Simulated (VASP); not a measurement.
# SiC (Moissanite) (P6_3mc) in VASP: notebook

Runs on SiC (Moissanite). Level: LDA. Tasks: single point.

All numbers are computed with VASP 6.6.1; they aren't measurements. Logs are shortened: lines on timing, memory, paths and dates and some standing lists are left out, and cuts for length are marked.

## Step 1: The cell of the first run

The structure is hexagonal, space group P6_3mc (No. 186). Conventional cell: a = 3.034 Å, b = 3.034 Å, c = 4.980 Å, α = 90.00°, β = 90.00°, γ = 120.00°. Within 2.4 Å of Si (site symmetry 3m) lie 4 C at 1.84 to 1.92 Å. C (site symmetry 3m) has 4 Si at 1.84 to 1.92 Å within 2.4 Å.

## Step 2: Single point, LDA

File INCAR:

```
PREC = Accurate
ENCUT = 520
EDIFF = 1E-6
ISMEAR = -1
SIGMA = 0.05
LREAL = F
LASPH = T
NELM = 60
ALGO = Normal
ISIF = 2
LWAVE = F
LCHARG = F
GGA = CA
NBANDS = 16
```

File KPOINTS:

```
Automatic mesh
0
Gamma
  10 10 5
```

File POSCAR:

```
SiC
1.0
    3.0344273363      0.0000000000      0.0000000000
   -1.5172136681      2.6278911591      0.0000000000
    0.0000000000      0.0000000000      4.9797754205
Si C
2 2
Direct
    0.6666666667      0.3333333333      0.5000000000
    0.3333333333      0.6666666667      0.0000000000
    0.6666666667      0.3333333333      0.8850000000
    0.3333333333      0.6666666667      0.3850000000
```

Potentials or basis: VASP PAW LDA potentials, release 64 (Si, C).

Launch:

```sh
$ cat potpaw_LDA.64/Si/POTCAR potpaw_LDA.64/C/POTCAR > POTCAR
$ mpirun -np 1 vasp_std > vasp.out
```

OUTCAR:

```text
PREC = Accurate
   ENCUT = 520
   EDIFF = 1E-6
   ISMEAR = -1
   LREAL = F
   LASPH = T
   NELM = 60
   ISIF = 2
   GGA = CA

 ion  position               nearest neighbor table
   1  0.667  0.333  0.500-   4 1.84   4 1.84   4 1.84   3 1.92   2 3.04   2 3.04   2 3.04   2 3.04
                             2 3.04   2 3.04
   2  0.333  0.667  0.000-   3 1.84   3 1.84   3 1.84   4 1.92   1 3.04   1 3.04   1 3.04   1 3.04
                             1 3.04   1 3.04
   3  0.667  0.333  0.885-   2 1.84   2 1.84   2 1.84   1 1.92
   4  0.333  0.667  0.385-   1 1.84   1 1.84   1 1.84   2 1.92

  LATTYP: Found a hexagonal cell.
 ALAT       =     3.0344273363
 C/A-ratio  =     1.6410923277

  Lattice vectors:

 A1 = (   3.0344273363,   0.0000000000,   0.0000000000)
 A2 = (  -1.5172136681,   2.6278911591,   0.0000000000)
 A3 = (   0.0000000000,   0.0000000000,   4.9797754205)

Analysis of symmetry for initial positions (statically):
=====================================================================
 Subroutine PRICEL returns:
 Original cell was already a primitive cell.

 Routine SETGRP: Setting up the symmetry group for a
 hexagonal supercell.

 Subroutine GETGRP returns: Found 12 space group operations
 (whereof  6 operations were pure point group operations)
 out of a pool of 24 trial point group operations.

The static configuration has the point symmetry C_3v.
 The point group associated with its full space group is C_6v.

Analysis of symmetry for dynamics (positions and initial velocities):
=====================================================================
 Subroutine PRICEL returns:
 Original cell was already a primitive cell.

 Routine SETGRP: Setting up the symmetry group for a
 hexagonal supercell.

 Subroutine GETGRP returns: Found 12 space group operations
 (whereof  6 operations were pure point group operations)
 out of a pool of 24 trial point group operations.

The dynamic configuration has the point symmetry C_3v.
 The point group associated with its full space group is C_6v.

 Subroutine INISYM returns: Found 12 space group operations
 (whereof  6 operations are pure point group operations),
 and found     1 'primitive' translations

----------------------------------------------------------------------------------------

                                     Primitive cell

  volume of cell :      39.7095

  direct lattice vectors                    reciprocal lattice vectors
     3.034427336  0.000000000  0.000000000     0.329551474  0.190266632  0.000000000
    -1.517213668  2.627891159  0.000000000     0.000000000  0.380533264  0.000000000
     0.000000000  0.000000000  4.979775421     0.000000000  0.000000000  0.200812269

  length of vectors
     3.034427336  3.034427336  4.979775421     0.380533264  0.380533264  0.200812269

  position of ions in fractional coordinates (direct lattice)
     0.666666667  0.333333333  0.500000000
     0.333333333  0.666666667  0.000000000
     0.666666667  0.333333333  0.885000000
     0.333333333  0.666666667  0.385000000

  ion indices of the primitive-cell ions
   primitive index   ion index
                 1           1
                 2           2
                 3           3
                 4           4

----------------------------------------------------------------------------------------

 KPOINTS: Automatic mesh

Automatic generation of k-mesh.
 Grid dimensions read from file:
 generate k-points for:   10   10    5

 Generating k-lattice:

  Cartesian coordinates                     Fractional coordinates (reciprocal lattice)
     0.032955147  0.019026663  0.000000000     0.100000000  0.000000000  0.000000000
     0.000000000  0.038053326  0.000000000     0.000000000  0.100000000  0.000000000
     0.000000000  0.000000000  0.040162454     0.000000000  0.000000000  0.200000000

  Length of vectors
     0.038053326  0.038053326  0.040162454

  Shift w.r.t. Gamma in fractional coordinates (k-lattice)
     0.000000000  0.000000000  0.000000000

 Subroutine IBZKPT returns following result:
 ===========================================

 Found     42 irreducible k-points:

 Following reciprocal coordinates:
            Coordinates               Weight
  0.000000  0.000000  0.000000      1.000000
  0.100000  0.000000  0.000000      6.000000
  0.200000  0.000000  0.000000      6.000000
  0.300000 -0.000000  0.000000      6.000000
  0.400000  0.000000  0.000000      6.000000
  0.500000 -0.000000  0.000000      3.000000
[... 16 lines left out ...]
  0.300000  0.100000  0.200000     24.000000
  0.400000  0.100000  0.200000     24.000000
 [... further k-points ...]
   k-points           NKPTS =     42   k-points in BZ     NKDIM =     42   number of bands    NBANDS=     16
   number of dos      NEDOS =    301   number of ions     NIONS =      4
   total plane-waves  NPLWV =  23040
   dimension x,y,z NGX =    24 NGY =   24 NGZ =   40
   dimension x,y,z NGXF=    48 NGYF=   48 NGZF=   80
   ions per type =               2   2
   NGX,Y,Z   is equivalent  to a cutoff of  13.15, 13.15, 13.35 a.u.
   NGXF,Y,Z  is equivalent  to a cutoff of  26.30, 26.30, 26.71 a.u.
 SYSTEM =  unknown system
   PREC   = accura    normal or accurate (medium, high low for compatibility)
   ISTART =      0    job   : 0-new  1-cont  2-samecut
   ICHARG =      2    charge: 1-file 2-atom 10-const
   ISPIN  =      1    spin polarized calculation?
   LNONCOLLINEAR =      F non collinear calculations
   LSORBIT =      F    spin-orbit coupling
   LASPH  =      T    aspherical Exc in radial PAW
   ENCUT  =  520.0 eV  38.22 Ry    6.18 a.u.   5.64  5.64  9.26*2*pi/ulx,y,z
   NELM   =     60;   NELMIN=  2; NELMDL= -5     # of ELM steps
   EDIFF  = 0.1E-05   stopping-criterion for ELM
   LREAL  =      F    real-space projection
   EDIFFG = 0.1E-04   stopping-criterion for IOM
   NSW    =      0    number of steps for IOM
   IBRION =     -1    ionic relax: 0-MD 1-quasi-New 2-CG
   NFREE  =      0    steps in history (QN), initial steepest desc. (CG)
   ISIF   =      2    stress and relaxation
   ISYM   =      2    0-nonsym 1-usesym 2-fastsym
   POTIM  = 0.5000    time-step for ionic-motion
   TEBEG  =    0.0;   TEEND  =   0.0 temperature during run
   PSTRESS=    0.0 pullay stress
   NELECT =      16.0000    total number of electrons
   NUPDOWN=      -1.0000    fix difference up-down
   EMIN   =  10.00;   EMAX   =-10.00  energy-range for DOS
   EFERMI =   0.00;   METHOD = LEGACY
   ISMEAR =    -1;   SIGMA  =   0.05  broadening in eV -4-tet -1-fermi 0-gaus
   EFERMI_NEDOS =   21; number of points for ismear=-14 and -15
   IALGO  =     38    algorithm
   IMIX   =      4    mixing-type and parameters
     AMIX     =   0.40;   BMIX     =  1.00
     AMIX_MAG =   1.60;   BMIX_MAG =  1.00
  volume/ion in A,a.u.               =       9.93        66.99
  Fermi-wavevector in a.u.,A,eV,Ry     =   1.209159  2.284980 19.892620  1.462066
  Thomas-Fermi vector in A             =   2.344745
   LORBIT       =      0    0 simple, 1 ext, 2 COOP (PROOUT), +10 PAW based schemes
   GGA     = CA    functional components
   LHFCALC =     F    Hartree Fock is set to
   AEXX    =    0.0000 exact exchange contribution
   IVDW    =     0    specifies the selected vdW correction
   LEPSILON=     F    determine dielectric tensor
   LRPA    =     F    only Hartree local field effects (RPA)
 non-spin polarized calculation
  energy-cutoff  :      520.00
  volume of cell :       39.71
 maximum number of plane-waves:      1099
 NGX is ok and might be reduce to    24
   NGX = 11   NGY = 11   NGZ = 19

 number of electron      15.9999999 magnetization

 Free energy of the ion-electron system (eV)
  ---------------------------------------------------
  ext. energy  EPLUGINS =         0.00000000
  ---------------------------------------------------
  free energy    TOTEN  =       -33.22105882 eV

  energy without entropy =      -33.22105882  energy(sigma->0) =      -33.22105882

 E-fermi :   9.7864     XC(G=0): -11.7240

 val. band max:        8.8340139767   @ k =   0.0000   0.0000   0.0000
 cond. band min:      11.1240121471   @ k =   0.3000   0.3000   0.0000
 fundamental gap:      2.2899981704
 Fermi energy:         9.7863696993

 k-point     1 :       0.0000    0.0000    0.0000
  band No.  band energies     occupation
      1      -7.1243      2.00000
      2      -3.4135      2.00000
      3      -0.1214      2.00000
      4       7.2640      2.00000
      5       7.2640      2.00000
      6       8.5642      2.00000
[... 8 lines left out ...]
     15      17.7182      0.00000
     16      20.3438      0.00000

 k-point     2 :       0.1000    0.0000    0.0000
  band No.  band energies     occupation
      1      -6.9444      2.00000
      2      -3.2585      2.00000
      3       0.0478      2.00000
      4       6.3180      2.00000
      5       6.9618      2.00000
      6       7.9472      2.00000
[... 8 lines left out ...]
     15      18.1581      0.00000
     16      18.9778      0.00000

 k-point     3 :       0.2000    0.0000    0.0000
  band No.  band energies     occupation
      1      -6.4112      2.00000
      2      -2.8118      2.00000
      3       0.5374      2.00000
      4       4.3883      2.00000
      5       6.3398      2.00000
      6       6.4935      2.00000
[... 8 lines left out ...]
     15      18.4683      0.00000
     16      18.9573      0.00000

 k-point     4 :       0.3000   -0.0000    0.0000
  band No.  band energies     occupation
      1      -5.5492      2.00000
      2      -2.1638      2.00000
      3       1.1913      2.00000
      4       2.5223      2.00000
      5       4.7774      2.00000
      6       5.7469      2.00000
[... 8 lines left out ...]
     15      19.3162      0.00000
     16      20.3802      0.00000

 k-point     5 :       0.4000    0.0000    0.0000
  band No.  band energies     occupation
      1      -4.4392      2.00000
      2      -1.7563      2.00000
      3       0.7566      2.00000
      4       2.5756      2.00000
      5       3.1748      2.00000
      6       5.3481      2.00000
[... 8 lines left out ...]
     15      19.9760      0.00000
     16      20.8815      0.00000

 k-point     6 :       0.5000   -0.0000    0.0000
  band No.  band energies     occupation
      1      -3.6152      2.00000
      2      -2.1369      2.00000
      3       0.7682      2.00000
      4       2.2096      2.00000
      5       3.2454      2.00000
      6       5.2093      2.00000
[... 8 lines left out ...]
     15      19.1300      0.00000
     16      21.1641      0.00000
[... 267 lines left out ...]
 k-point    21 :       0.1000    0.1000    0.2000
  band No.  band energies     occupation
      1      -6.3885      2.00000
      2      -3.6955      2.00000
      3       1.4087      2.00000
      4       5.2830      2.00000
      5       6.1512      2.00000
      6       6.8121      2.00000
[... 8 lines left out ...]
     15      18.7806      0.00000
     16      19.2558      0.00000

 k-point    22 :       0.2000    0.1000    0.2000
  band No.  band energies     occupation
      1      -5.6927      2.00000
      2      -3.0834      2.00000
      3       1.8067      2.00000
      4       3.7084      2.00000
      5       4.8559      2.00000
      6       5.7590      2.00000
[... 8 lines left out ...]
     15      19.0918      0.00000
     16      19.8240      0.00000

 k-point    23 :       0.3000    0.1000    0.2000
  band No.  band energies     occupation
      1      -4.7015      2.00000
      2      -2.3145      2.00000
      3       1.1855      2.00000
      4       3.1851      2.00000
      5       3.5083      2.00000
      6       4.9862      2.00000
[... 8 lines left out ...]
     15      19.9431      0.00000
     16      20.6700      0.00000

 k-point    24 :       0.4000    0.1000    0.2000
  band No.  band energies     occupation
      1      -3.6029      2.00000
      2      -1.9924      2.00000
      3       0.3730      2.00000
      4       1.9246      2.00000
      5       3.9723      2.00000
      6       4.7898      2.00000
[... 8 lines left out ...]
     15      20.4156      0.00000
     16      21.7743      0.00000

 [... further k-points ...]
[... 5 lines left out ...]
  --------------------------------------------------------------------------------------
  -------------------------------------------------------------------------------------
  Total        1.9612696      1.9612696      0.4733459      0.0000000      0.0000000      0.0000000
  in kB       79.1323391     79.1323391     19.0983264      0.0000000      0.0000000      0.0000000
  external PRESSURE =      59.1210015 kB  Pullay stress =       0.0000000 kB

 VOLUME and BASIS-vectors are now :
 -----------------------------------------------------------------------------
  energy-cutoff  :      520.00
  volume of cell :       39.71
      direct lattice vectors                 reciprocal lattice vectors
     3.034427336  0.000000000  0.000000000     0.329551474  0.190266632  0.000000000
    -1.517213668  2.627891159  0.000000000     0.000000000  0.380533264  0.000000000
     0.000000000  0.000000000  4.979775421     0.000000000  0.000000000  0.200812269

 POSITION                                       TOTAL-FORCE (eV/Angst)
 -----------------------------------------------------------------------------------
      1.51721      0.87596      2.48989        -0.000000      0.000000      0.800450
     -0.00000      1.75193      0.00000         0.000000     -0.000000      0.800450
      1.51721      0.87596      4.40710        -0.000000      0.000000     -0.800450
     -0.00000      1.75193      1.91721         0.000000     -0.000000     -0.800450
 -----------------------------------------------------------------------------------
    total drift:                                0.000000      0.000000     -0.000095

  FREE ENERGIE OF THE ION-ELECTRON SYSTEM (eV)
  ---------------------------------------------------
  free  energy   TOTEN  =       -33.2210588185 eV

  energy  without entropy=      -33.2210588184  energy(sigma->0) =      -33.22105882
```

It took 18 s on 1 thread of Intel Xeon 8259CL, shared host; peak memory 0.15 GiB.

Results:

```yaml
Free_energy: -33.2211 eV
Pressure: 5.9 GPa
Largest_force: 0.800 eV/Å
Band_gap_on_the_k_mesh: 2.29 eV, indirect (least direct gap 4.06 eV)
```

Forces in eV/Å, atoms in the order of the input:
```
Si   0.000  0.000  0.800
Si   0.000  0.000  0.800
C    0.000  0.000 -0.800
C    0.000  0.000 -0.800
```

Stress tensor (GPa, compression positive):
```
7.91 0.00 0.00
0.00 7.91 0.00
0.00 0.00 1.91
```

Levels at points of the mesh, in eV from the valence-band top:
```
           k point  band 6  band 7  band 8  band 9  band 10  band 11
(0.00, 0.00, 0.00)   -0.27   -0.27    0.00    4.95     6.45     6.64
(0.50, 0.00, 0.00)   -3.62   -3.41   -1.49    2.57     4.17     6.99
```

A k mesh can miss the band edges. A hybrid or GW would open this gap; LDA tends to underestimate it.

(Part 1 of 2 ends here.)
